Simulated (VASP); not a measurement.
# GaAs (F-43m) in VASP: further runs

Runs on GaAs. Level: PBE. Tasks: single point.

Program: VASP 6.6.1. These are calculated values, not measurements. Logs are shortened: lines on timing, memory, paths and dates and some standing lists are left out, and cuts for length are marked.

**1. The cell of the first run**

Symmetry: F-43m, No. 216, cubic system. The conventional cell has a = 5.795 Å, b = 5.795 Å, c = 5.795 Å, α = 90.00°, β = 90.00°, γ = 90.00°. Ga (site symmetry -43m) has 4 As at 2.51 Å within 3.3 Å. As (site symmetry -43m) has 4 Ga at 2.51 Å within 3.3 Å.

**2. Single point, PBE**

INCAR reads:

```
PREC = Accurate
ENCUT = 500
EDIFF = 1E-6
ISMEAR = 1
SIGMA = 0.0656
LREAL = F
LASPH = T
NELM = 120
ALGO = Normal
ISIF = 2
LWAVE = F
LCHARG = F
GGA = PE
NBANDS = 16
GGA_COMPAT = F
```

KPOINTS reads:

```
Automatic mesh
0
Gamma
  5 5 5
```

POSCAR reads:

```
GaAs
1.0
    0.0000000000      2.8974490000      2.8974490000
    2.8974490000      0.0000000000      2.8974490000
    2.8974490000      2.8974490000      0.0000000000
Ga As
1 1
Direct
    0.0000000000      0.0000000000      0.0000000000
    0.2500000000      0.2500000000      0.2500000000
```

Potentials or basis: VASP PAW PBE potentials, release 64 (Ga_d, As).

On the command line:

```sh
cat potpaw_PBE.64/Ga_d/POTCAR potpaw_PBE.64/As/POTCAR > POTCAR
mpirun -np 1 vasp_std > vasp.out
```

OUTCAR:

```text
PREC = Accurate
   ENCUT = 500
   EDIFF = 1E-6
   ISMEAR = 1
   LREAL = F
   LASPH = T
   NELM = 120
   ISIF = 2
   GGA = PE

 ion  position               nearest neighbor table
   1  0.000  0.000  0.000-   2 2.51   2 2.51   2 2.51   2 2.51
   2  0.250  0.250  0.250-   1 2.51   1 2.51   1 2.51   1 2.51

  LATTYP: Found a face centered cubic cell.
 ALAT       =     5.7948980000

  Lattice vectors:

 A1 = (   0.0000000000,   2.8974490000,   2.8974490000)
 A2 = (   2.8974490000,   0.0000000000,   2.8974490000)
 A3 = (   2.8974490000,   2.8974490000,   0.0000000000)

Analysis of symmetry for initial positions (statically):
=====================================================================
 Subroutine PRICEL returns:
 Original cell was already a primitive cell.

 Routine SETGRP: Setting up the symmetry group for a
 face centered cubic supercell.

 Subroutine GETGRP returns: Found 24 space group operations
 (whereof 24 operations were pure point group operations)
 out of a pool of 48 trial point group operations.

The static configuration has the point symmetry T_d .

Analysis of symmetry for dynamics (positions and initial velocities):
=====================================================================
 Subroutine PRICEL returns:
 Original cell was already a primitive cell.

 Routine SETGRP: Setting up the symmetry group for a
 face centered cubic supercell.

 Subroutine GETGRP returns: Found 24 space group operations
 (whereof 24 operations were pure point group operations)
 out of a pool of 48 trial point group operations.

The dynamic configuration has the point symmetry T_d .

 Subroutine INISYM returns: Found 24 space group operations
 (whereof 24 operations are pure point group operations),
 and found     1 'primitive' translations

----------------------------------------------------------------------------------------

                                     Primitive cell

  volume of cell :      48.6494

  direct lattice vectors                    reciprocal lattice vectors
     0.000000000  2.897449000  2.897449000    -0.172565591  0.172565591  0.172565591
     2.897449000  0.000000000  2.897449000     0.172565591 -0.172565591  0.172565591
     2.897449000  2.897449000  0.000000000     0.172565591  0.172565591 -0.172565591

  length of vectors
     4.097611672  4.097611672  4.097611672     0.298892372  0.298892372  0.298892372

  position of ions in fractional coordinates (direct lattice)
     0.000000000  0.000000000  0.000000000
     0.250000000  0.250000000  0.250000000

  ion indices of the primitive-cell ions
   primitive index   ion index
                 1           1
                 2           2

----------------------------------------------------------------------------------------

 KPOINTS: Automatic mesh

Automatic generation of k-mesh.
 Grid dimensions read from file:
 generate k-points for:    5    5    5

 Generating k-lattice:

  Cartesian coordinates                     Fractional coordinates (reciprocal lattice)
    -0.034513118  0.034513118  0.034513118     0.200000000  0.000000000  0.000000000
     0.034513118 -0.034513118  0.034513118     0.000000000  0.200000000  0.000000000
     0.034513118  0.034513118 -0.034513118     0.000000000  0.000000000  0.200000000

  Length of vectors
     0.059778474  0.059778474  0.059778474

  Shift w.r.t. Gamma in fractional coordinates (k-lattice)
     0.000000000  0.000000000  0.000000000

 Subroutine IBZKPT returns following result:
 ===========================================

 Found     10 irreducible k-points:

 Following reciprocal coordinates:
            Coordinates               Weight
  0.000000  0.000000  0.000000      1.000000
  0.200000  0.000000  0.000000      8.000000
  0.400000  0.000000  0.000000      8.000000
  0.200000  0.200000  0.000000      6.000000
  0.400000  0.200000  0.000000     24.000000
 -0.400000  0.200000  0.000000     24.000000
 -0.200000  0.200000  0.000000     12.000000
  0.400000  0.400000  0.000000      6.000000
 -0.400000  0.400000  0.000000     12.000000
 -0.400000  0.400000  0.200000     24.000000
   k-points           NKPTS =     10   k-points in BZ     NKDIM =     10   number of bands    NBANDS=     16
   number of dos      NEDOS =    301   number of ions     NIONS =      2
   total plane-waves  NPLWV =  27000
   dimension x,y,z NGX =    30 NGY =   30 NGZ =   30
   dimension x,y,z NGXF=    60 NGYF=   60 NGZF=   60
   ions per type =               1   1
   NGX,Y,Z   is equivalent  to a cutoff of  12.17, 12.17, 12.17 a.u.
   NGXF,Y,Z  is equivalent  to a cutoff of  24.34, 24.34, 24.34 a.u.
 SYSTEM =  unknown system
   PREC   = accura    normal or accurate (medium, high low for compatibility)
   ISTART =      0    job   : 0-new  1-cont  2-samecut
   ICHARG =      2    charge: 1-file 2-atom 10-const
   ISPIN  =      1    spin polarized calculation?
   LNONCOLLINEAR =      F non collinear calculations
   LSORBIT =      F    spin-orbit coupling
   LASPH  =      T    aspherical Exc in radial PAW
   ENCUT  =  500.0 eV  36.75 Ry    6.06 a.u.   7.47  7.47  7.47*2*pi/ulx,y,z
   NELM   =    120;   NELMIN=  2; NELMDL= -5     # of ELM steps
   EDIFF  = 0.1E-05   stopping-criterion for ELM
   LREAL  =      F    real-space projection
   EDIFFG = 0.1E-04   stopping-criterion for IOM
   NSW    =      0    number of steps for IOM
   IBRION =     -1    ionic relax: 0-MD 1-quasi-New 2-CG
   NFREE  =      0    steps in history (QN), initial steepest desc. (CG)
   ISIF   =      2    stress and relaxation
   ISYM   =      2    0-nonsym 1-usesym 2-fastsym
   POTIM  = 0.5000    time-step for ionic-motion
   TEBEG  =    0.0;   TEEND  =   0.0 temperature during run
   PSTRESS=    0.0 pullay stress
   NELECT =      18.0000    total number of electrons
   NUPDOWN=      -1.0000    fix difference up-down
   EMIN   =  10.00;   EMAX   =-10.00  energy-range for DOS
   EFERMI =   0.00;   METHOD = LEGACY
   ISMEAR =     1;   SIGMA  =   0.07  broadening in eV -4-tet -1-fermi 0-gaus
   EFERMI_NEDOS =   21; number of points for ismear=-14 and -15
   IALGO  =     38    algorithm
   IMIX   =      4    mixing-type and parameters
     AMIX     =   0.40;   BMIX     =  1.00
     AMIX_MAG =   1.60;   BMIX_MAG =  1.00
  volume/ion in A,a.u.               =      24.32       164.15
  Fermi-wavevector in a.u.,A,eV,Ry     =   1.175276  2.220950 18.793369  1.381274
  Thomas-Fermi vector in A             =   2.311659
   LORBIT       =      0    0 simple, 1 ext, 2 COOP (PROOUT), +10 PAW based schemes
   GGA     = PE    functional components
   LHFCALC =     F    Hartree Fock is set to
   AEXX    =    0.0000 exact exchange contribution
   IVDW    =     0    specifies the selected vdW correction
   LEPSILON=     F    determine dielectric tensor
   LRPA    =     F    only Hartree local field effects (RPA)
 non-spin polarized calculation
 Methfessel and Paxton  Order N= 1 SIGMA  =   0.07
  energy-cutoff  :      500.00
  volume of cell :       48.65
 maximum number of plane-waves:      1251
 NGX is ok and might be reduce to    30
   NGX = 15   NGY = 15   NGZ = 15

 number of electron      18.0000006 magnetization

 Free energy of the ion-electron system (eV)
  ---------------------------------------------------
  ext. energy  EPLUGINS =         0.00000000
  ---------------------------------------------------
  free energy    TOTEN  =        -8.20904472 eV

  energy without entropy =       -8.20864714  energy(sigma->0) =       -8.20891220

 E-fermi :   3.2976     XC(G=0):  -9.2490

 val. band max:        3.2825407765   @ k =   0.0000   0.0000   0.0000
 cond. band min:       4.1531926680   @ k =   0.4000   0.0000   0.0000
 fundamental gap:      0.8706518915
 Fermi energy:         3.2976464087

 k-point     1 :       0.0000    0.0000    0.0000
  band No.  band energies     occupation
      1     -11.4230      2.00000
      2     -11.4230      2.00000
      3     -11.4230      2.00000
      4     -11.3608      2.00000
      5     -11.3608      2.00000
      6      -8.9375      2.00000
[... 8 lines left out ...]
     15      13.2117      0.00000
     16      13.2117      0.00000

 k-point     2 :       0.2000    0.0000    0.0000
  band No.  band energies     occupation
      1     -11.4443      2.00000
      2     -11.4168      2.00000
      3     -11.4168      2.00000
      4     -11.3608      2.00000
      5     -11.3608      2.00000
      6      -8.5305      2.00000
[... 8 lines left out ...]
     15      12.1354      0.00000
     16      12.1354      0.00000

 k-point     3 :       0.4000    0.0000    0.0000
  band No.  band energies     occupation
      1     -11.4755      2.00000
      2     -11.4090      2.00000
      3     -11.4090      2.00000
      4     -11.3585      2.00000
      5     -11.3585      2.00000
      6      -7.6132      2.00000
[... 8 lines left out ...]
     15      13.5803      0.00000
     16      13.5803      0.00000

 k-point     4 :       0.2000    0.2000    0.0000
  band No.  band energies     occupation
      1     -11.4565      2.00000
      2     -11.4104      2.00000
      3     -11.4104      2.00000
      4     -11.3663      2.00000
      5     -11.3573      2.00000
      6      -8.3927      2.00000
[... 8 lines left out ...]
     15      13.2366      0.00000
     16      13.8311      0.00000

 k-point     5 :       0.4000    0.2000    0.0000
  band No.  band energies     occupation
      1     -11.4809      2.00000
      2     -11.4034      2.00000
      3     -11.4009      2.00000
      4     -11.3679      2.00000
      5     -11.3553      2.00000
      6      -7.6045      2.00000
[... 8 lines left out ...]
     15      14.2487      0.00000
     16      14.7666      0.00000

 k-point     6 :      -0.4000    0.2000    0.0000
  band No.  band energies     occupation
      1     -11.4862      2.00000
      2     -11.4038      2.00000
      3     -11.4006      2.00000
      4     -11.3624      2.00000
      5     -11.3587      2.00000
      6      -7.1564      2.00000
[... 8 lines left out ...]
     15      13.1353      0.00000
     16      14.5862      0.00000

 k-point     7 :      -0.2000    0.2000    0.0000
  band No.  band energies     occupation
      1     -11.4675      2.00000
      2     -11.4095      2.00000
      3     -11.4080      2.00000
      4     -11.3629      2.00000
      5     -11.3591      2.00000
      6      -7.9260      2.00000
[... 8 lines left out ...]
     15      13.5382      0.00000
     16      14.1831      0.00000

 k-point     8 :       0.4000    0.4000    0.0000
  band No.  band energies     occupation
      1     -11.5007      2.00000
      2     -11.3891      2.00000
      3     -11.3891      2.00000
      4     -11.3773      2.00000
      5     -11.3517      2.00000
      6      -7.0981      2.00000
[... 8 lines left out ...]
     15      15.6005      0.00000
     16      16.2946      0.00000

 k-point     9 :      -0.4000    0.4000    0.0000
  band No.  band energies     occupation
      1     -11.5009      2.00000
      2     -11.3928      2.00000
      3     -11.3888      2.00000
      4     -11.3734      2.00000
      5     -11.3539      2.00000
      6      -6.7452      2.00000
[... 8 lines left out ...]
     15      14.1497      0.00000
     16      16.4394      0.00000

 k-point    10 :      -0.4000    0.4000    0.2000
  band No.  band energies     occupation
      1     -11.4935      2.00000
      2     -11.4002      2.00000
      3     -11.3915      2.00000
      4     -11.3688      2.00000
      5     -11.3566      2.00000
      6      -6.9310      2.00000
[... 8 lines left out ...]
     15      14.1000      0.00000
     16      16.5569      0.00000

------------------------ aborting loop because EDIFF is reached ----------------------------------------

  FORCE on cell =-STRESS in cart. coord.  units (eV):
  Direction    XX          YY          ZZ          XY          YZ          ZX
  --------------------------------------------------------------------------------------
  -------------------------------------------------------------------------------------
  Total       -0.3141830     -0.3141830     -0.3141830     -0.0000000     -0.0000000      0.0000000
  in kB      -10.3470349    -10.3470349    -10.3470349     -0.0000000     -0.0000000      0.0000000
  external PRESSURE =     -10.3470349 kB  Pullay stress =       0.0000000 kB

 VOLUME and BASIS-vectors are now :
 -----------------------------------------------------------------------------
  energy-cutoff  :      500.00
  volume of cell :       48.65
      direct lattice vectors                 reciprocal lattice vectors
     0.000000000  2.897449000  2.897449000    -0.172565591  0.172565591  0.172565591
     2.897449000  0.000000000  2.897449000     0.172565591 -0.172565591  0.172565591
     2.897449000  2.897449000  0.000000000     0.172565591  0.172565591 -0.172565591

 POSITION                                       TOTAL-FORCE (eV/Angst)
 -----------------------------------------------------------------------------------
      0.00000      0.00000      0.00000         0.000000      0.000000      0.000000
      1.44872      1.44872      1.44872        -0.000000     -0.000000     -0.000000
 -----------------------------------------------------------------------------------
    total drift:                                0.000000      0.000000      0.000000

  FREE ENERGIE OF THE ION-ELECTRON SYSTEM (eV)
  ---------------------------------------------------
  free  energy   TOTEN  =        -8.2090447228 eV

  energy  without entropy=       -8.2086471403  energy(sigma->0) =       -8.20891220
```

It took 9.1 s on 1 thread of Intel Xeon Platinum 8375C at 2.90GHz (Ice Lake), shared host; peak memory 0.16 GiB.

Results:

```
Free energy            : -8.2090 eV
Pressure               : -1.0 GPa
Band gap on the k mesh : zero (filled and empty bands touch)
```

Caveat: the k points lie up to 0.38 Å⁻¹ apart.

(Continued in part 2 of 2.)
